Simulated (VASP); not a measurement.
Wanted: the native input for a VASP 6.6.1 run.

```yaml
Task: single point
Functional: PBEsol
Potentials_or_basis: VASP PAW PBE potentials, release 64 (Pb_d, Se)
Cutoff: 520 eV
k_mesh: 10 × 10 × 10
Occupations: gaussian, width 0.05 eV
Spin: no spin polarisation
Dipole_correction: no
Further_INCAR_settings: ALGO = Normal; EDIFF = 1e-06; NBANDS = 17
```

The structure of PbSe lies in POSCAR:

```
PbSe
1.0
    0.0000000000      3.0309917960      3.0309917960
    3.0309917960      0.0000000000      3.0309917960
    3.0309917960      3.0309917960      0.0000000000
Pb Se
1 1
Direct
    0.5000000000      0.5000000000      0.5000000000
    0.0000000000      0.0000000000      0.0000000000
```

These files were run (other wordings do the same):

INCAR

```
ALGO     = Normal         # electronic algorithm
EDIFF    = 1E-6           # SCF threshold, eV
ENCUT    = 520            # plane-wave cutoff, eV
GGA      = PS             # functional
ISIF     = 2              # what is computed and relaxed
ISMEAR   = 0              # smearing method
LASPH    = True           # aspherical terms in the spheres
LCHARG   = True           # write CHGCAR
LELF     = True           # ELF
LREAL    = False          # projectors in reciprocal space
LVHAR    = True         
LWAVE    = False          # write WAVECAR
NBANDS   = 17             # bands
NELM     = 60             # most SCF steps
PREC     = Accurate       # precision mode
SIGMA    = 0.05           # smearing width, eV
```

KPOINTS

```
k-points
0
Gamma
  10 10 10
```

Potentials or basis: VASP PAW PBE potentials, release 64 (Pb_d, Se).

Command:

```sh
$ cat potpaw_PBE.64/Pb_d/POTCAR potpaw_PBE.64/Se/POTCAR > POTCAR
$ mpirun -np 1 vasp_std > vasp.out
```

Results of the run:

```json
{"Pressure": "1.1 GPa", "Band gap on the k mesh": "0.10 eV"}
```

Caveat: the PAW data sets were made with another functional, which shifts forces and pressure a little; spin-orbit coupling is left out, which moves the levels of the heavy elements.

Run time: 90 s on 1 thread of Intel Xeon 8259CL (shared host), peak memory 0.17 GiB.
